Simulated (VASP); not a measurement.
# Ca3F (Pm-3m) in VASP: relaxation of cell and atoms with PBE

Aim: the relaxation of cell and atoms of Ca3F with PBE.

All numbers are computed with VASP 6.6.1; they aren't measurements. Logs are shortened: lines on timing, memory, paths and dates and some standing lists are left out, and cuts for length are marked.

## 1. The cell of the first run

It takes space group Pm-3m (No. 221, cubic). Conventional cell: a = 5.212 Å, b = 5.212 Å, c = 5.212 Å, α = 90.00°, β = 90.00°, γ = 90.00°. Within 4.8 Å of Ca (site symmetry 4/mmm) lie 8 Ca at 3.69 Å and 4 F at 3.69 Å. F (site symmetry m-3m) has 12 Ca at 3.69 Å within 4.8 Å.

## 2. Relaxation of cell and atoms, PBE

File INCAR:

```
PREC = Accurate
ENCUT = 600
EDIFF = 1E-7
ISMEAR = 0
SIGMA = 0.1
LREAL = F
LASPH = T
NELM = 100
ALGO = Normal
ISIF = 3
LWAVE = F
LCHARG = F
GGA = PE
IBRION = 2
NSW = 100
EDIFFG = -0.01
```

File KPOINTS:

```
regular mesh
0
Gamma
  10 10 10
```

File POSCAR:

```
Ca3F
1.0
    5.2121902354      0.0000000000      0.0000000000
    0.0000000000      5.2121902354      0.0000000000
    0.0000000000      0.0000000000      5.2121902354
Ca F
3 1
Direct
    0.0000000000      0.5000000000      0.5000000000
    0.5000000000      0.0000000000      0.5000000000
    0.5000000000      0.5000000000      0.0000000000
    0.0000000000      0.0000000000      0.0000000000
```

Potentials or basis: VASP PAW PBE potentials, release 64 (Ca_sv, F).

The run is started by

```console
$ cat potpaw_PBE.64/Ca_sv/POTCAR potpaw_PBE.64/F/POTCAR > POTCAR
$ mpirun -np 1 vasp_std > vasp.out
```

OUTCAR:

```text
PREC = Accurate
   ENCUT = 600
   EDIFF = 1E-7
   ISMEAR = 0
   LREAL = F
   LASPH = T
   NELM = 100
   ISIF = 3
   GGA = PE
   IBRION = 2
   NSW = 100
   EDIFFG = -0.01

 ion  position               nearest neighbor table
   1  0.000  0.500  0.500-
   2  0.500  0.000  0.500-
   3  0.500  0.500  0.000-
   4  0.000  0.000  0.000-

  LATTYP: Found a simple cubic cell.
 ALAT       =     5.2121902354

  Lattice vectors:

 A1 = (   5.2121902354,   0.0000000000,   0.0000000000)
 A2 = (   0.0000000000,   5.2121902354,   0.0000000000)
 A3 = (   0.0000000000,   0.0000000000,   5.2121902354)

Analysis of symmetry for initial positions (statically):
=====================================================================
 Subroutine PRICEL returns:
 Original cell was already a primitive cell.

 Routine SETGRP: Setting up the symmetry group for a
 simple cubic supercell.

 Subroutine GETGRP returns: Found 48 space group operations
 (whereof 48 operations were pure point group operations)
 out of a pool of 48 trial point group operations.

The static configuration has the point symmetry O_h .

Analysis of symmetry for dynamics (positions and initial velocities):
=====================================================================
 Subroutine PRICEL returns:
 Original cell was already a primitive cell.

 Routine SETGRP: Setting up the symmetry group for a
 simple cubic supercell.

 Subroutine GETGRP returns: Found 48 space group operations
 (whereof 48 operations were pure point group operations)
 out of a pool of 48 trial point group operations.

The dynamic configuration has the point symmetry O_h .

 Subroutine INISYM returns: Found 48 space group operations
 (whereof 48 operations are pure point group operations),
 and found     1 'primitive' translations

----------------------------------------------------------------------------------------

                                     Primitive cell

  volume of cell :     141.5992

  direct lattice vectors                    reciprocal lattice vectors
     5.212190235  0.000000000  0.000000000     0.191857924  0.000000000  0.000000000
     0.000000000  5.212190235  0.000000000     0.000000000  0.191857924  0.000000000
     0.000000000  0.000000000  5.212190235     0.000000000  0.000000000  0.191857924

  length of vectors
     5.212190235  5.212190235  5.212190235     0.191857924  0.191857924  0.191857924

  position of ions in fractional coordinates (direct lattice)
     0.000000000  0.500000000  0.500000000
     0.500000000  0.000000000  0.500000000
     0.500000000  0.500000000  0.000000000
     0.000000000  0.000000000  0.000000000

  ion indices of the primitive-cell ions
   primitive index   ion index
                 1           1
                 2           2
                 3           3
                 4           4

----------------------------------------------------------------------------------------

 KPOINTS: regular mesh

Automatic generation of k-mesh.
 Grid dimensions read from file:
 generate k-points for:   10   10   10

 Generating k-lattice:

  Cartesian coordinates                     Fractional coordinates (reciprocal lattice)
     0.019185792  0.000000000  0.000000000     0.100000000  0.000000000  0.000000000
     0.000000000  0.019185792  0.000000000     0.000000000  0.100000000  0.000000000
     0.000000000  0.000000000  0.019185792     0.000000000  0.000000000  0.100000000

  Length of vectors
     0.019185792  0.019185792  0.019185792

  Shift w.r.t. Gamma in fractional coordinates (k-lattice)
     0.000000000  0.000000000  0.000000000

 Subroutine IBZKPT returns following result:
 ===========================================

 Found     56 irreducible k-points:

 Following reciprocal coordinates:
            Coordinates               Weight
  0.000000  0.000000  0.000000      1.000000
  0.100000  0.000000  0.000000      6.000000
  0.200000  0.000000  0.000000      6.000000
  0.300000  0.000000  0.000000      6.000000
  0.400000  0.000000  0.000000      6.000000
  0.500000  0.000000  0.000000      3.000000
[... 16 lines left out ...]
  0.200000  0.100000  0.100000     24.000000
  0.300000  0.100000  0.100000     24.000000
 [... further k-points ...]
   k-points           NKPTS =     56   k-points in BZ     NKDIM =     56   number of bands    NBANDS=     22
   number of dos      NEDOS =    301   number of ions     NIONS =      4
   total plane-waves  NPLWV =  74088
   dimension x,y,z NGX =    42 NGY =   42 NGZ =   42
   dimension x,y,z NGXF=    84 NGYF=   84 NGZF=   84
   ions per type =               3   1
   NGX,Y,Z   is equivalent  to a cutoff of  13.40, 13.40, 13.40 a.u.
   NGXF,Y,Z  is equivalent  to a cutoff of  26.79, 26.79, 26.79 a.u.
 SYSTEM =  unknown system
   PREC   = accura    normal or accurate (medium, high low for compatibility)
   ISTART =      0    job   : 0-new  1-cont  2-samecut
   ICHARG =      2    charge: 1-file 2-atom 10-const
   ISPIN  =      1    spin polarized calculation?
   LNONCOLLINEAR =      F non collinear calculations
   LSORBIT =      F    spin-orbit coupling
   LASPH  =      T    aspherical Exc in radial PAW
   ENCUT  =  600.0 eV  44.10 Ry    6.64 a.u.  10.41 10.41 10.41*2*pi/ulx,y,z
   NELM   =    100;   NELMIN=  2; NELMDL= -5     # of ELM steps
   EDIFF  = 0.1E-06   stopping-criterion for ELM
   LREAL  =      F    real-space projection
   EDIFFG = -.1E-01   stopping-criterion for IOM
   NSW    =    100    number of steps for IOM
   IBRION =      2    ionic relax: 0-MD 1-quasi-New 2-CG
   NFREE  =      1    steps in history (QN), initial steepest desc. (CG)
   ISIF   =      3    stress and relaxation
   ISYM   =      2    0-nonsym 1-usesym 2-fastsym
   POTIM  = 0.5000    time-step for ionic-motion
   TEBEG  =    0.0;   TEEND  =   0.0 temperature during run
   PSTRESS=    0.0 pullay stress
   NELECT =      37.0000    total number of electrons
   NUPDOWN=      -1.0000    fix difference up-down
   EMIN   =  10.00;   EMAX   =-10.00  energy-range for DOS
   EFERMI =   0.00;   METHOD = LEGACY
   ISMEAR =     0;   SIGMA  =   0.10  broadening in eV -4-tet -1-fermi 0-gaus
   EFERMI_NEDOS =   21; number of points for ismear=-14 and -15
   IALGO  =     38    algorithm
   IMIX   =      4    mixing-type and parameters
     AMIX     =   0.40;   BMIX     =  1.00
     AMIX_MAG =   1.60;   BMIX_MAG =  1.00
  volume/ion in A,a.u.               =      35.40       238.89
  Fermi-wavevector in a.u.,A,eV,Ry     =   1.046619  1.977823 14.903967  1.095411
  Thomas-Fermi vector in A             =   2.181464
   LORBIT       =      0    0 simple, 1 ext, 2 COOP (PROOUT), +10 PAW based schemes
   GGA     = PE    functional components
   LHFCALC =     F    Hartree Fock is set to
   AEXX    =    0.0000 exact exchange contribution
   IVDW    =     0    specifies the selected vdW correction
   LEPSILON=     F    determine dielectric tensor
   LRPA    =     F    only Hartree local field effects (RPA)
 conjugate gradient relaxation of ions
 non-spin polarized calculation
 Gauss-broadening in eV      SIGMA  =   0.10
  energy-cutoff  :      600.00
  volume of cell :      141.60
 maximum number of plane-waves:      4749
 NGX is ok and might be reduce to    42
   NGX = 21   NGY = 21   NGZ = 21

--------------------------------------- Ionic step        1  -------------------------------------------

 number of electron      37.0000000 magnetization

 Free energy of the ion-electron system (eV)
  ---------------------------------------------------
  ext. energy  EPLUGINS =         0.00000000
  ---------------------------------------------------
  free energy    TOTEN  =        -9.55247342 eV

  energy without entropy =       -9.54002224  energy(sigma->0) =       -9.54624783

------------------------ aborting loop because EDIFF is reached ----------------------------------------

  FORCE on cell =-STRESS in cart. coord.  units (eV):
  Direction    XX          YY          ZZ          XY          YZ          ZX
  --------------------------------------------------------------------------------------
  -------------------------------------------------------------------------------------
  Total       -0.1770112     -0.1770112     -0.1770112     -0.0000000      0.0000000      0.0000000
  in kB       -2.0028603     -2.0028603     -2.0028603     -0.0000000      0.0000000      0.0000000
  external PRESSURE =      -2.0028603 kB  Pullay stress =       0.0000000 kB
[... 61 lines left out ...]
  energy  without entropy=       -9.5405969968  energy(sigma->0) =       -9.54697127

--------------------------------------- Ionic step        3  -------------------------------------------

 number of electron      36.9999999 magnetization

 Free energy of the ion-electron system (eV)
  ---------------------------------------------------
  ext. energy  EPLUGINS =         0.00000000
  ---------------------------------------------------
  free energy    TOTEN  =        -9.55363257 eV

  energy without entropy =       -9.54062408  energy(sigma->0) =       -9.54712833

 E-fermi :   1.8920     XC(G=0):  -7.6793

 val. band max:        1.8319260333   @ k =   0.5000   0.3000   0.2000
 cond. band min:       1.8930444323   @ k =   0.5000   0.4000   0.4000
 fundamental gap:      0.0611183990
 Fermi energy:         1.8919801658

 k-point     1 :       0.0000    0.0000    0.0000
  band No.  band energies     occupation
      1     -40.6019      2.00000
      2     -40.5714      2.00000
      3     -40.5714      2.00000
      4     -21.6637      2.00000
      5     -21.6637      2.00000
      6     -21.6637      2.00000
[... 574 lines left out ...]
      6     -21.6357      2.00000
[... 14 lines left out ...]
     21       2.6038      0.00000
     22       2.7386      0.00000

 [... further k-points ...]

------------------------ aborting loop because EDIFF is reached ----------------------------------------

  FORCE on cell =-STRESS in cart. coord.  units (eV):
  Direction    XX          YY          ZZ          XY          YZ          ZX
  --------------------------------------------------------------------------------------
  -------------------------------------------------------------------------------------
  Total       -0.0161759     -0.0161759     -0.0161759     -0.0000000     -0.0000000     -0.0000000
  in kB       -0.1851893     -0.1851893     -0.1851893     -0.0000000     -0.0000000     -0.0000000
  external PRESSURE =      -0.1851893 kB  Pullay stress =       0.0000000 kB
[... 19 lines left out ...]
  FREE ENERGIE OF THE ION-ELECTRON SYSTEM (eV)
  ---------------------------------------------------
  free  energy   TOTEN  =        -9.5536325710 eV

  energy  without entropy=       -9.5406240829  energy(sigma->0) =       -9.54712833

 reached required accuracy - stopping structural energy minimisation
```

Run time: 5.3 min. Hardware: 1 thread of Intel Xeon 6975P-C (Granite Rapids), shared host; peak memory 0.4 GiB.

What came out:

```
Free energy                           : -9.5536 eV
Relaxed volume                        : 34.99 Å³/atom
Relaxed cell                          : a = 5.192 Å, b = 5.192 Å, c = 5.192 Å, α = 90.00°, β = 90.00°, γ = 90.00°
Space group after relaxing (to 0.1 Å) : Pm-3m (No. 221)
Energy gained by relaxing             : 0.3 meV/atom
Ionic steps                           : 3
Pressure after relaxing               : 0.0 GPa
Band gap on the k mesh                : zero (an odd number of electrons rules out a gap without spin polarisation)
```

The path:
```csv
step,energy change (eV),largest force (eV/Å),pressure (GPa),volume (Å³)
1,0.0000,0.0000,-0.20,141.60
2,-0.0009,0.0000,-0.10,140.69
3,-0.0012,0.0000,-0.02,139.95
```

Final structure:
```
CELL_PARAMETERS angstrom
5.19184 0.00000 0.00000
0.00000 5.19184 0.00000
0.00000 0.00000 5.19184
ATOMIC_POSITIONS crystal
Ca 0.00000 0.50000 0.50000
Ca 0.50000 0.00000 0.50000
Ca 0.50000 0.50000 0.00000
F 0.00000 0.00000 0.00000
```

Levels at points of the mesh, in eV from the Fermi level:
| k point | band 16 | band 17 | band 18 | band 19 | band 20 | band 21 |
| --- | --- | --- | --- | --- | --- | --- |
| (0.00, 0.00, 0.00) | -3.57 | -3.57 | -0.33 | 0.10 | 0.10 | 0.61 |
| (0.50, 0.00, 0.00) | -3.59 | -2.17 | -1.46 | 0.42 | 0.87 | 1.01 |
| (0.50, 0.50, 0.00) | -3.60 | -1.46 | -0.57 | -0.57 | 0.29 | 0.68 |
| (0.50, 0.50, 0.50) | -3.69 | -0.79 | -0.79 | -0.79 | -0.20 | 0.45 |

The gap in the log of VASP goes by the Fermi energy; the results here count the filled bands.